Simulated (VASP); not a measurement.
# Ba3Ca4O7 in VASP: notebook, part 2 of 2

VASP 6.6.1. Earlier steps stand in the parts before.

### 5 Single point, PBE

This run uses another cell than the first one, of 20.69 Å³/atom.

Input file INCAR:

```
ALGO     = Normal         # electronic algorithm
EDIFF    = 1E-6           # SCF threshold, eV
ENCUT    = 520            # plane-wave cutoff, eV
GGA      = PE             # functional
ISIF     = 2              # what is computed and relaxed
ISMEAR   = 0              # smearing method
ISYM     = 0            
LASPH    = T              # aspherical terms in the spheres
LCHARG   = T              # write CHGCAR
LELF     = T              # ELF
LREAL    = F              # projectors in reciprocal space
LVHAR    = T            
LWAVE    = F              # write WAVECAR
NBANDS   = 69             # bands
NELM     = 60             # most SCF steps
PREC     = Accurate       # precision mode
SIGMA    = 0.1            # smearing width, eV
```

Input file KPOINTS:

```
Automatic mesh
0
Gamma
  1 1 1
  0.25 0.25 0.25
```

Input file POSCAR:

```
Ba3Ca4O7
1.0
    6.5994390564      1.1463210630     -0.1369513701
    1.1504260597      6.4206220138     -0.0107578473
   -0.1414253095      0.0228066742      7.0569782611
Ba O Ca
3 7 4
Direct
    0.8604630617      0.9962864352      0.8141560146
    0.1741972521      0.3356481733      0.6221538781
    0.2881629252      0.7884511900      0.4619370111
    0.0996627318      0.2193561098      0.9631296941
    1.0383867134      0.5788522739      0.3121727379
    0.5380575960      0.6622931777      0.1895183245
    0.9345614748      0.1176255567      0.4623179399
    0.5228235856      0.9758505176      0.6320110782
    0.6041680871      0.1354382977      0.0910159698
    0.2323914798      0.6706304529      0.8132515606
    0.3010611747      0.4485968214      0.0776975312
    0.8445381161      0.3558495768      0.2007136003
    0.7333843622      0.9041940641      0.3407831145
    0.4067180082      0.9071312105      0.9464005872
```

Potentials or basis: VASP PAW PBE potentials, release 64 (Ba_sv, O, Ca_sv).

On the command line:

```sh
$ cat potpaw_PBE.64/Ba_sv/POTCAR potpaw_PBE.64/O/POTCAR potpaw_PBE.64/Ca_sv/POTCAR > POTCAR
$ mpirun -np 1 vasp_std > vasp.out
```

OUTCAR:

```text
EDIFF = 1E-6
   ENCUT = 520
   GGA = PE
   ISIF = 2
   ISMEAR = 0
   ISYM = 0
   LASPH = T
   LREAL = F
   NELM = 60
   PREC = Accurate

 ion  position               nearest neighbor table
   1  0.860  0.996  0.814-   8 2.60   9 2.60  10 2.66   4 2.69   7 2.72  14 3.45  13 3.52  12 3.58
                            14 3.59   3 3.76   2 3.82  13 3.94   2 4.34   2 4.52
   2  0.174  0.336  0.622-   4 2.64   5 2.65   8 2.68  10 2.70   7 2.70  11 3.44   3 3.49  14 3.50
                             3 3.58  12 3.61   1 3.82   1 4.34   1 4.52
[... 254 lines left out ...]
  volume of cell :      289.59
      direct lattice vectors                 reciprocal lattice vectors
     6.599439056  1.146321063 -0.136951370     0.156463653 -0.028029240  0.003226193
     1.150426060  6.420622014 -0.010757847    -0.027945246  0.160753479 -0.001079558
    -0.141425310  0.022806674  7.056978261     0.002993814 -0.000298893  0.141764673

 POSITION                                       TOTAL-FORCE (eV/Angst)
 -----------------------------------------------------------------------------------
      6.70959      7.40171      5.61692         0.052218     -0.040780      0.011718
      1.44775      2.36895      4.36306         0.044022     -0.007976     -0.001984
      2.74344      5.40321      3.21193        -0.019351     -0.037717     -0.004613
      0.77386      1.54461      6.78078        -0.000943      0.037339      0.120196
      0.87511      3.76771      2.19151        -0.084961     -0.000192     -0.110398
      4.28599      4.87344      1.25661         0.080467     -0.034755     -0.093833
      6.23752      1.83708      3.13331        -0.102605      0.052209     -0.075767
      4.48360      6.87931      4.37799         0.032920      0.031065     -0.009706
      4.13011      1.56424      0.55810        -0.060794      0.037772      0.074191
      2.19015      4.59081      5.70006         0.073881     -0.017156      0.084024
      2.49192      3.22716      0.50225        -0.001680      0.000206      0.013010
      5.95447      3.25747      1.29694        -0.008214      0.000079     -0.010329
      5.83194      6.65395      2.29473        -0.005779     -0.017525      0.001262
      3.59385      6.31216      6.61327         0.000819     -0.002568      0.002229
 -----------------------------------------------------------------------------------
    total drift:                                0.000323     -0.000211     -0.000290

  FREE ENERGIE OF THE ION-ELECTRON SYSTEM (eV)
  ---------------------------------------------------
  free  energy   TOTEN  =       -84.2221816066 eV

  energy  without entropy=      -84.2221816066  energy(sigma->0) =      -84.22218161
```

Run time: 33 s. Hardware: 1 thread of AMD EPYC 9R45 (Zen 5), shared host; peak memory 0.32 GiB.

Results:

```yaml
Free_energy: -84.2222 eV
Pressure: 1.2 GPa
Largest_force: 0.139 eV/Å
```

Forces in eV/Å, atoms in the order of the input:
```
Ba   0.052 -0.041  0.012
Ba   0.044 -0.008 -0.002
Ba  -0.019 -0.038 -0.005
O   -0.001  0.037  0.120
O   -0.085  0.000 -0.110
O    0.080 -0.035 -0.094
O   -0.103  0.052 -0.076
O    0.033  0.031 -0.010
O   -0.061  0.038  0.074
O    0.074 -0.017  0.084
Ca  -0.002  0.000  0.013
Ca  -0.008  0.000 -0.010
Ca  -0.006 -0.018  0.001
Ca   0.001 -0.003  0.002
```

Caveat: the k points lie up to 1.03 Å⁻¹ apart, too coarse for converged energies, forces and pressures; spin-orbit coupling is left out, which moves the levels of the heavy elements.

### 6 Relaxation of cell and atoms, PBE

Input file INCAR:

```
PREC = Accurate ; ENCUT = 600
EDIFF = 1E-6 ; ISMEAR = 0
SIGMA = 0.1 ; LREAL = F
LASPH = T ; NELM = 80
ALGO = Normal ; ISIF = 3
LWAVE = F ; LCHARG = F
GGA = PE ; IBRION = 2
NSW = 90 ; EDIFFG = -0.04
ISYM = 0
```

KPOINTS is that of step 5.

Input file POSCAR:

```
Ba3Ca4O7
1.0
    6.1422690000      0.0463550000      0.2046950000
    0.0463550000      6.1618090000      0.0560510000
    0.2046950000      0.0560510000      6.1205050000
Ba O Ca
3 7 4
Direct
    0.8705202277      0.9227270678      0.8150741809
    0.2081644272      0.3763375539      0.6647071773
    0.2111568218      0.8561089208      0.3354278614
    0.1439099626      0.1437422828      0.9818752014
    0.9070028064      0.6392944085      0.4684463053
    0.6175970442      0.6577738557      0.0972479302
    0.9833956010      0.1642058047      0.4355287492
    0.4623839469      0.9974520046      0.5648979427
    0.6169116290      0.1406560665      0.0556254663
    0.1569213138      0.6167712798      0.9689718823
    0.3739193128      0.3902872218      0.1490428483
    0.8972141102      0.3906873257      0.1712147311
    0.7286007175      0.9190707143      0.3300821887
    0.4008786477      0.8810893509      0.8891165769
```

Potentials or basis: VASP PAW PBE potentials, release 64 (Ba_sv, O, Ca_sv).

On the command line:

```sh
$ cat potpaw_PBE.64/Ba_sv/POTCAR potpaw_PBE.64/O/POTCAR potpaw_PBE.64/Ca_sv/POTCAR > POTCAR
$ mpirun -np 1 vasp_std > vasp.out
```

Run time: 26 min. Hardware: 1 thread of AMD EPYC 9R45 (Zen 5), shared host; peak memory 0.36 GiB.

The run converged. Its results:

- Free energy: -84.0754 eV
- Relaxed volume: 20.74 Å³/atom
- Relaxed cell: a = 6.713 Å, b = 6.519 Å, c = 7.004 Å, α = 89.03°, β = 91.59°, γ = 71.41°
- Space group after relaxing (to 0.1 Å): P1 (No. 1)
- Energy gained by relaxing: 333.0 meV/atom
- Ionic steps: 89
- Pressure after relaxing: 0.1 GPa
- Largest force after relaxing: 0.028 eV/Å

Forces on the atoms (eV/Å):
```
Ba  -0.013  0.013 -0.010
Ba  -0.001 -0.006 -0.001
Ba   0.013 -0.024  0.005
O    0.004  0.000  0.017
O    0.008 -0.007  0.005
O   -0.005  0.008 -0.003
O   -0.021  0.000  0.004
O    0.004  0.001  0.003
O   -0.002  0.008 -0.005
O    0.001  0.000  0.005
Ca   0.009  0.019 -0.009
Ca   0.005 -0.009 -0.002
Ca  -0.001 -0.017 -0.012
Ca  -0.002  0.016  0.005
```

The path:
```tsv
step	energy change (eV)	largest force (eV/Å)	pressure (GPa)	volume (Å³)
1	0.0000	1.7367	16.08	231.36
4	-2.6739	0.8805	-0.22	274.35
7	-3.2075	0.6284	-0.61	284.94
10	-3.4664	0.4080	-0.34	288.31
13	-3.5590	0.2887	0.33	286.79
16	-3.6331	0.2190	0.22	287.44
19	-3.6721	0.2504	-0.39	290.30
22	-3.7713	0.3049	0.11	287.90
25	-3.8400	0.3077	0.16	288.01
28	-3.9430	0.2739	-0.11	289.26
31	-4.0263	0.4259	0.65	286.82
34	-4.0880	0.2221	-0.39	290.80
37	-4.1371	0.2617	0.04	290.00
40	-4.1762	0.1949	-0.03	290.61
43	-4.2221	0.2618	0.47	288.82
46	-4.2546	0.4490	-0.27	291.30
49	-4.1573	1.1703	-0.58	291.49
52	-4.3994	0.2639	0.96	285.66
55	-4.4625	0.2093	-0.18	289.56
58	-4.4934	0.1109	0.45	286.81
61	-4.5065	0.0823	-0.10	288.67
64	-4.5180	0.1348	0.14	287.51
67	-4.5264	0.1078	-0.47	289.56
70	-4.5406	0.1840	0.16	286.77
73	-4.5154	0.4629	0.82	285.00
76	-4.5874	0.1978	-0.52	289.82
79	-4.6244	0.2729	0.11	288.55
82	-4.6471	0.0847	0.31	288.54
85	-4.6574	0.0616	-0.02	290.08
88	-4.6606	0.0472	-0.04	290.54
89	-4.6618	0.0280	0.05	290.31
```

Final structure:
```
Ba O Ca
1.0
     6.61754    1.12760   -0.08140
     1.01205    6.43906    0.07171
    -0.12121    0.06100    7.00305
Ba O Ca
3 7 4
Cartesian
  6.6292 7.3928 5.7537
  1.4647 2.4053 4.3598
  2.6057 5.5082 3.2038
  0.7806 1.5538 6.7799
  0.7847 3.8154 2.1951
  4.2052 4.8474 1.3099
  6.2230 1.8578 3.1855
  4.3841 6.9060 4.4570
  4.1013 1.5559 0.6243
  2.1277 4.6219 5.7000
  2.4530 3.2122 0.5591
  5.9066 3.2755 1.3647
  5.7186 6.6722 2.4258
  3.5037 6.3481 6.6384
```

Levels at points of the mesh, in eV from the Fermi level:
| k point | band 54 | band 55 | band 56 | band 57 | band 58 | band 59 |
| --- | --- | --- | --- | --- | --- | --- |
| (0.25, 0.25, 0.25) | -0.76 | -0.56 | -0.53 | 2.68 | 3.06 | 3.43 |

Caveat: the k points lie up to 1.02 Å⁻¹ apart in the final cell, too coarse for converged energies, forces and pressures; the volume moved by over 15 % at a fixed basis, so the end points are rough; spin-orbit coupling is left out, which moves the levels of the heavy elements.

### 7 Overview

| task | potentials or basis | cell | k mesh | cutoff (eV) | smearing | pressure (GPa) | largest force (eV/Å) |
| --- | --- | --- | --- | --- | --- | --- | --- |
| single point | VASP PAW PBE potentials, release 64 (Ba_sv, O_h, Ca_sv) | a = 6.146, b = 6.162, c = 6.124 Å, angles 88.9, 86.2, 89.1°, 14 atoms, atomic positions A | 1 × 1 × 1 | 1000 | fermi-dirac 0.2111 eV | 18.9 | 4.79 |
| single point | VASP PAW PBE potentials, release 64 (Ba_sv, O_h, Ca_sv) | a = 6.146, b = 6.162, c = 6.124 Å, angles 88.9, 86.2, 89.1°, 14 atoms, atomic positions B | 1 × 1 × 1 | 1000 | fermi-dirac 0.05 eV | 18.2 | 1.57 |
| single point | VASP PAW PBE potentials, release 64 (Ba_sv, O_h, Ca_sv) | a = 6.146, b = 6.162, c = 6.124 Å, angles 88.9, 86.2, 89.1°, 14 atoms, atomic positions C | 1 × 1 × 1 | 1000 | fermi-dirac 0.05 eV | 17.9 | 1.83 |
| single point | VASP PAW PBE potentials, release 64 (Ba_sv, O, Ca_sv) | a = 6.700, b = 6.523, c = 7.058 Å, angles 90.1, 92.3, 70.0°, 14 atoms, atomic positions D | 1 × 1 × 1, shifted | 520 | gaussian 0.1 eV | 1.2 | 0.14 |
| relaxation of cell and atoms | VASP PAW PBE potentials, release 64 (Ba_sv, O, Ca_sv) | relaxed from a = 6.146, b = 6.162, c = 6.124 Å, angles 88.9, 86.2, 89.1°, 14 atoms, atomic positions E | 1 × 1 × 1, shifted | 600 | gaussian 0.1 eV | 0.1 | 0.03 |

Alike in all rows: level PBE; no spin polarisation.

Caveats: all runs use coarse meshes; spin-orbit coupling is left out, which moves the levels of the heavy elements; the atoms stand as in a frame of molecular dynamics (at least some runs); the volume moved by over 15 % at a fixed basis, so the end points are rough (at least some runs).

Total energies depend on the potentials used, so only differences within one code and one set of settings carry meaning.
